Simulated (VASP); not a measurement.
# Mg (P6_3/mmc) in VASP: a series of runs

Mg is run at these levels: r2SCAN; tasks: single point.

Everything below comes from runs of VASP 6.6.1. Logs are shortened: lines on timing, memory, paths and dates and some standing lists are left out, and cuts for length are marked.

## 1. The cell of the first run

Symmetry: P6_3/mmc, No. 194, hexagonal system. The conventional cell has a = 3.179 Å, b = 3.179 Å, c = 5.157 Å, α = 90.00°, β = 90.00°, γ = 120.00°. Mg (site symmetry -6m2) has 12 Mg at 3.17 to 3.18 Å within 4.2 Å.

## 2. Single point, r2SCAN

Input file POSCAR:

```
Mg
1.0
    3.1792646660      0.0000000000      0.0000000000
   -1.5896323330      2.7533239661      0.0000000000
    0.0000000000      0.0000000000      5.1568903903
Mg
2
Direct
    0.3333333333      0.6666666667      0.2500000000
    0.6666666667      0.3333333333      0.7500000000
```

Input file INCAR.step1:

```
PREC = Accurate
ENCUT = 520
ISMEAR = -1
SIGMA = 0.1
LREAL = F
LASPH = T
NELM = 80
NBANDS = 9
GGA = PE
ALGO = Normal
EDIFF = 1E-4
LWAVE = T
LCHARG = F
```

Input file INCAR.step2:

```
PREC = Accurate
ENCUT = 520
EDIFF = 1E-7
ISMEAR = -1
SIGMA = 0.1
LREAL = F
LASPH = T
NELM = 80
ALGO = Normal
ISIF = 2
LWAVE = F
LCHARG = F
METAGGA = R2SCAN
LMIXTAU = T
NBANDS = 9
ISTART = 1
```

Input file KPOINTS:

```
regular mesh
0
Gamma
  11 11 6
```

Potentials or basis: VASP PAW PBE potentials, release 64 (Mg).

Started as:

```sh
$ cat potpaw_PBE.64/Mg/POTCAR > POTCAR
$ cp INCAR.step1 INCAR
$ mpirun -np 1 vasp_std > vasp.out
$ cp INCAR.step2 INCAR
$ mpirun -np 1 vasp_std > vasp.out
```

OUTCAR:

```text
PREC = Accurate
   ENCUT = 520
   EDIFF = 1E-7
   ISMEAR = -1
   LREAL = F
   LASPH = T
   NELM = 80
   ISIF = 2
   METAGGA = R2SCAN
   ISTART = 1

 ion  position               nearest neighbor table
   1  0.333  0.667  0.250-   2 3.17   2 3.17   2 3.17   2 3.17   2 3.17   2 3.17
   2  0.667  0.333  0.750-   1 3.17   1 3.17   1 3.17   1 3.17   1 3.17   1 3.17

  LATTYP: Found a hexagonal cell.
 ALAT       =     3.1792646660
 C/A-ratio  =     1.6220387203

  Lattice vectors:

 A1 = (   3.1792646660,   0.0000000000,   0.0000000000)
 A2 = (  -1.5896323330,   2.7533239661,   0.0000000000)
 A3 = (   0.0000000000,   0.0000000000,   5.1568903903)

Analysis of symmetry for initial positions (statically):
=====================================================================
 Subroutine PRICEL returns:
 Original cell was already a primitive cell.

 Routine SETGRP: Setting up the symmetry group for a
 hexagonal supercell.

 Subroutine GETGRP returns: Found 24 space group operations
 (whereof 12 operations were pure point group operations)
 out of a pool of 24 trial point group operations.

The static configuration has the point symmetry D_3d.
 The point group associated with its full space group is D_6h.

Analysis of symmetry for dynamics (positions and initial velocities):
=====================================================================
 Subroutine PRICEL returns:
 Original cell was already a primitive cell.

 Routine SETGRP: Setting up the symmetry group for a
 hexagonal supercell.

 Subroutine GETGRP returns: Found 24 space group operations
 (whereof 12 operations were pure point group operations)
 out of a pool of 24 trial point group operations.

The dynamic configuration has the point symmetry D_3d.
 The point group associated with its full space group is D_6h.

 Subroutine INISYM returns: Found 24 space group operations
 (whereof 12 operations are pure point group operations),
 and found     1 'primitive' translations

----------------------------------------------------------------------------------------

                                     Primitive cell

  volume of cell :      45.1411

  direct lattice vectors                    reciprocal lattice vectors
     3.179264666  0.000000000  0.000000000     0.314538142  0.181598681  0.000000000
    -1.589632333  2.753323966  0.000000000     0.000000000  0.363197362  0.000000000
     0.000000000  0.000000000  5.156890390     0.000000000  0.000000000  0.193915310

  length of vectors
     3.179264666  3.179264666  5.156890390     0.363197362  0.363197362  0.193915310

  position of ions in fractional coordinates (direct lattice)
     0.333333333  0.666666667  0.250000000
     0.666666667  0.333333333  0.750000000

  ion indices of the primitive-cell ions
   primitive index   ion index
                 1           1
                 2           2

----------------------------------------------------------------------------------------

 KPOINTS: regular mesh

Automatic generation of k-mesh.
 Grid dimensions read from file:
 generate k-points for:   11   11    6

 Generating k-lattice:

  Cartesian coordinates                     Fractional coordinates (reciprocal lattice)
     0.028594377  0.016508971  0.000000000     0.090909091  0.000000000  0.000000000
     0.000000000  0.033017942  0.000000000     0.000000000  0.090909091  0.000000000
     0.000000000  0.000000000  0.032319218     0.000000000  0.000000000  0.166666667

  Length of vectors
     0.033017942  0.033017942  0.032319218

  Shift w.r.t. Gamma in fractional coordinates (k-lattice)
     0.000000000  0.000000000  0.000000000

 Subroutine IBZKPT returns following result:
 ===========================================

 Found     64 irreducible k-points:

 Following reciprocal coordinates:
            Coordinates               Weight
  0.000000  0.000000  0.000000      1.000000
  0.090909  0.000000  0.000000      6.000000
  0.181818 -0.000000  0.000000      6.000000
  0.272727  0.000000  0.000000      6.000000
  0.363636  0.000000  0.000000      6.000000
  0.454545  0.000000  0.000000      6.000000
[... 16 lines left out ...]
  0.090909  0.090909  0.166667     12.000000
  0.181818  0.090909  0.166667     24.000000
 [... further k-points ...]
   k-points           NKPTS =     64   k-points in BZ     NKDIM =     64   number of bands    NBANDS=      9
   number of dos      NEDOS =    301   number of ions     NIONS =      2
   total plane-waves  NPLWV =  23040
   dimension x,y,z NGX =    24 NGY =   24 NGZ =   40
   dimension x,y,z NGXF=    48 NGYF=   48 NGZF=   80
   ions per type =               2
   NGX,Y,Z   is equivalent  to a cutoff of  12.55, 12.55, 12.90 a.u.
   NGXF,Y,Z  is equivalent  to a cutoff of  25.10, 25.10, 25.79 a.u.
 SYSTEM =  unknown system
   PREC   = accura    normal or accurate (medium, high low for compatibility)
   ISTART =      1    job   : 0-new  1-cont  2-samecut
   ICHARG =      0    charge: 1-file 2-atom 10-const
   ISPIN  =      1    spin polarized calculation?
   LNONCOLLINEAR =      F non collinear calculations
   LSORBIT =      F    spin-orbit coupling
   LASPH  =      T    aspherical Exc in radial PAW
   ENCUT  =  520.0 eV  38.22 Ry    6.18 a.u.   5.91  5.91  9.59*2*pi/ulx,y,z
   NELM   =     80;   NELMIN=  2; NELMDL=  0     # of ELM steps
   EDIFF  = 0.1E-06   stopping-criterion for ELM
   LREAL  =      F    real-space projection
   EDIFFG = 0.1E-05   stopping-criterion for IOM
   NSW    =      0    number of steps for IOM
   IBRION =     -1    ionic relax: 0-MD 1-quasi-New 2-CG
   NFREE  =      0    steps in history (QN), initial steepest desc. (CG)
   ISIF   =      2    stress and relaxation
   ISYM   =      2    0-nonsym 1-usesym 2-fastsym
   POTIM  = 0.5000    time-step for ionic-motion
   TEBEG  =    0.0;   TEEND  =   0.0 temperature during run
   PSTRESS=    0.0 pullay stress
   NELECT =       4.0000    total number of electrons
   NUPDOWN=      -1.0000    fix difference up-down
   EMIN   =  10.00;   EMAX   =-10.00  energy-range for DOS
   EFERMI =   0.00;   METHOD = LEGACY
   ISMEAR =    -1;   SIGMA  =   0.10  broadening in eV -4-tet -1-fermi 0-gaus
   EFERMI_NEDOS =   21; number of points for ismear=-14 and -15
   IALGO  =     38    algorithm
   IMIX   =      4    mixing-type and parameters
     AMIX     =   0.40;   BMIX     =  1.00
     AMIX_MAG =   1.60;   BMIX_MAG =  1.00
  volume/ion in A,a.u.               =      22.57       152.31
  Fermi-wavevector in a.u.,A,eV,Ry     =   0.729857  1.379229  7.247696  0.532691
  Thomas-Fermi vector in A             =   1.821682
   LORBIT       =      0    0 simple, 1 ext, 2 COOP (PROOUT), +10 PAW based schemes
   METAGGA = R2SCAN    functional components
   LHFCALC =     F    Hartree Fock is set to
   AEXX    =    0.0000 exact exchange contribution
   IVDW    =     0    specifies the selected vdW correction
   LEPSILON=     F    determine dielectric tensor
   LRPA    =     F    only Hartree local field effects (RPA)
 non-spin polarized calculation
  energy-cutoff  :      520.00
  volume of cell :       45.14
 maximum number of plane-waves:      1232
 NGX is ok and might be reduce to    24
   NGX = 11   NGY = 11   NGZ = 19

 number of electron       4.0000000 magnetization

 Free energy of the ion-electron system (eV)
  ---------------------------------------------------
  ext. energy  EPLUGINS =         0.00000000
  ---------------------------------------------------
  free energy    TOTEN  =        -8.32214446 eV

  energy without entropy =       -8.30655113  energy(sigma->0) =       -8.31434779

 E-fermi :   2.7391     XC(G=0):  -9.0943

 val. band max:        2.6731485471   @ k =   0.1818   0.0909   0.0000
 cond. band min:       2.7473520589   @ k =   0.1818   0.1818   0.0000
 fundamental gap:      0.0742035119
 Fermi energy:         2.7391403491

 k-point     1 :       0.0000    0.0000    0.0000
  band No.  band energies     occupation
      1      -4.7292      2.00000
      2       0.8051      2.00000
      3       1.5499      1.99999
      4      14.5282      0.00000
      5      14.5282      0.00000
      6      14.7194      0.00000
      7      14.7194      0.00000
      8      15.4446      0.00000
      9      17.3520      0.00000

 k-point     2 :       0.0909    0.0000    0.0000
  band No.  band energies     occupation
      1      -4.5541      2.00000
      2       0.9667      2.00000
      3       1.7161      1.99993
      4      11.8480      0.00000
      5      13.1680      0.00000
      6      14.0017      0.00000
      7      16.2845      0.00000
      8      16.4467      0.00000
      9      16.8693      0.00000

 k-point     3 :       0.1818   -0.0000    0.0000
  band No.  band energies     occupation
      1      -4.0307      2.00000
      2       1.4517      1.99999
      3       2.2044      1.99052
      4       8.9127      0.00000
      5      11.9988      0.00000
      6      12.5107      0.00000
      7      13.9452      0.00000
      8      15.3504      0.00000
      9      16.8326      0.00000

 k-point     4 :       0.2727    0.0000    0.0000
  band No.  band energies     occupation
      1      -3.1647      2.00000
      2       2.2612      1.98334
      3       2.9562      0.20492
      4       6.2686      0.00000
      5      10.9096      0.00000
      6      11.1211      0.00000
      7      11.2139      0.00000
      8      13.6866      0.00000
      9      15.8440      0.00000

 k-point     5 :       0.3636    0.0000    0.0000
  band No.  band energies     occupation
      1      -1.9657      2.00000
      2       3.1607      0.02910
      3       3.3959      0.00281
      4       4.7518      0.00000
      5       8.7776      0.00000
      6       9.1735      0.00000
      7      10.5368      0.00000
      8      12.5733      0.00000
      9      15.1734      0.00000

 k-point     6 :       0.4545    0.0000    0.0000
  band No.  band energies     occupation
      1      -0.4509      2.00000
      2       1.3592      2.00000
      3       4.8525      0.00000
      4       5.7950      0.00000
      5       6.6662      0.00000
      6       7.4408      0.00000
      7      10.2450      0.00000
      8      12.0519      0.00000
      9      14.8358      0.00000
[... 169 lines left out ...]
 k-point    21 :       0.3636    0.0000    0.1667
  band No.  band energies     occupation
      1      -1.8030      2.00000
      2       1.9511      1.99924
      3       3.7422      0.00009
      4       6.0230      0.00000
      5       7.4449      0.00000
      6      10.5455      0.00000
      7      10.6771      0.00000
      8      12.9362      0.00000
      9      14.0379      0.00000

 k-point    22 :       0.4545    0.0000    0.1667
  band No.  band energies     occupation
      1      -0.2926      2.00000
      2       1.4911      1.99999
      3       3.6178      0.00031
      4       5.3366      0.00000
      5       7.3594      0.00000
      6       8.9123      0.00000
      7      10.3851      0.00000
      8      12.2988      0.00000
      9      13.7349      0.00000

 k-point    23 :       0.0909    0.0909    0.1667
  band No.  band energies     occupation
      1      -4.0380      2.00000
      2      -0.1289      2.00000
      3       3.7475      0.00008
      4      10.3829      0.00000
      5      10.8358      0.00000
      6      13.8399      0.00000
      7      14.1432      0.00000
      8      14.7634      0.00000
      9      16.2764      0.00000

 k-point    24 :       0.1818    0.0909    0.1667
  band No.  band energies     occupation
      1      -3.3445      2.00000
      2       0.5325      2.00000
      3       4.3434      0.00000
      4       7.7855      0.00000
      5       9.4851      0.00000
      6      11.4827      0.00000
      7      13.0704      0.00000
      8      14.5004      0.00000
      9      15.1600      0.00000

 [... further k-points ...]

------------------------ aborting loop because EDIFF is reached ----------------------------------------

  FORCE on cell =-STRESS in cart. coord.  units (eV):
  Direction    XX          YY          ZZ          XY          YZ          ZX
  --------------------------------------------------------------------------------------
  -------------------------------------------------------------------------------------
  Total       -0.0746235     -0.0746235     -0.0751785      0.0000000      0.0000000      0.0000000
  in kB       -2.6485866     -2.6485866     -2.6682860      0.0000000      0.0000000      0.0000000
  external PRESSURE =      -2.6551531 kB  Pullay stress =       0.0000000 kB

 VOLUME and BASIS-vectors are now :
 -----------------------------------------------------------------------------
  energy-cutoff  :      520.00
  volume of cell :       45.14
      direct lattice vectors                 reciprocal lattice vectors
     3.179264666  0.000000000  0.000000000     0.314538142  0.181598681  0.000000000
    -1.589632333  2.753323966  0.000000000     0.000000000  0.363197362  0.000000000
     0.000000000  0.000000000  5.156890390     0.000000000  0.000000000  0.193915310

 POSITION                                       TOTAL-FORCE (eV/Angst)
 -----------------------------------------------------------------------------------
     -0.00000      1.83555      1.28922         0.000000      0.000000      0.000000
      1.58963      0.91777      3.86767         0.000000     -0.000000      0.000000
 -----------------------------------------------------------------------------------
    total drift:                                0.000000     -0.000000      0.000000

  FREE ENERGIE OF THE ION-ELECTRON SYSTEM (eV)
  ---------------------------------------------------
  free  energy   TOTEN  =        -8.3221444613 eV

  energy  without entropy=       -8.3065511257  energy(sigma->0) =       -8.31434779
```

It took 2.9 min on 1 thread of AMD EPYC 7R13, shared host; peak memory 0.15 GiB.

Results:

```
Free energy            : -8.3221 eV
Pressure               : -0.3 GPa
Band gap on the k mesh : zero (bands 2 and 3 overlap by 2.07 eV)
```

Caveat: the PAW data sets were made with another functional, which shifts forces and pressure a little.

## 3. Single point, r2SCAN (19.86 Å³/atom)

This run uses another cell than the first one, of 19.86 Å³/atom.

Input file POSCAR:

```
Mg
1.0
    3.0466383703      0.0000000000      0.0000000000
   -1.5233191851      2.6384662248      0.0000000000
    0.0000000000      0.0000000000      4.9417654034
Mg
2
Direct
    0.3333333333      0.6666666667      0.2500000000
    0.6666666667      0.3333333333      0.7500000000
```

Input file INCAR.step1:

```
ALGO     = Normal         # electronic algorithm
EDIFF    = 1E-4           # SCF threshold, eV
ENCUT    = 520            # plane-wave cutoff, eV
GGA      = PE             # functional
ISMEAR   = -1             # smearing method
LASPH    = T              # aspherical terms in the spheres
LCHARG   = F              # write CHGCAR
LREAL    = F              # projectors in reciprocal space
LWAVE    = T              # write WAVECAR
NBANDS   = 9              # bands
NELM     = 80             # most SCF steps
PREC     = Accurate       # precision mode
SIGMA    = 0.1            # smearing width, eV
```

Input file INCAR.step2:

```
ALGO     = Normal         # electronic algorithm
EDIFF    = 1E-7           # SCF threshold, eV
ENCUT    = 520            # plane-wave cutoff, eV
ISIF     = 2              # what is computed and relaxed
ISMEAR   = -1             # smearing method
ISTART   = 1            
LASPH    = T              # aspherical terms in the spheres
LCHARG   = T              # write CHGCAR
LELF     = T              # ELF
LMIXTAU  = T            
LREAL    = F              # projectors in reciprocal space
LVHAR    = T            
LWAVE    = F              # write WAVECAR
METAGGA  = R2SCAN         # meta-GGA
NBANDS   = 9              # bands
NELM     = 80             # most SCF steps
PREC     = Accurate       # precision mode
SIGMA    = 0.1            # smearing width, eV
```

Input file KPOINTS:

```
k-points
0
Gamma
  19 19 10
```

Potentials or basis: VASP PAW PBE potentials, release 64 (Mg).

Started as:

```sh
$ cat potpaw_PBE.64/Mg/POTCAR > POTCAR
$ cp INCAR.step1 INCAR
$ mpirun -np 1 vasp_std > vasp.out
$ cp INCAR.step2 INCAR
$ mpirun -np 1 vasp_std > vasp.out
```

Wall time 9.1 min (1 thread of AMD EPYC 7R13, shared host); peak memory 0.2 GiB.

It converged, with:

```yaml
Free_energy: -8.2153 eV
Pressure: 6.2 GPa
Band_gap_on_the_k_mesh: zero (bands 2 and 3 overlap by 2.17 eV)
```

Stress tensor (GPa, compression positive):
```
6.33 0.00 0.00
0.00 6.33 0.00
0.00 0.00 6.03
```

Levels at points of the mesh, in eV from the Fermi level:
| k point | band 1 | band 2 | band 3 | band 4 | band 5 |
| --- | --- | --- | --- | --- | --- |
| (0.00, 0.00, 0.00) | -8.05 | -2.14 | -1.18 | 12.58 | 12.58 |
| (0.00, 0.00, 0.50) | -6.42 | -6.42 | 5.87 | 5.87 | 13.36 |

Caveat: the cell stands under pressure; the PAW data sets were made with another functional, which shifts forces and pressure a little.

The gap in the log of VASP goes by the Fermi energy; the results here count the filled bands.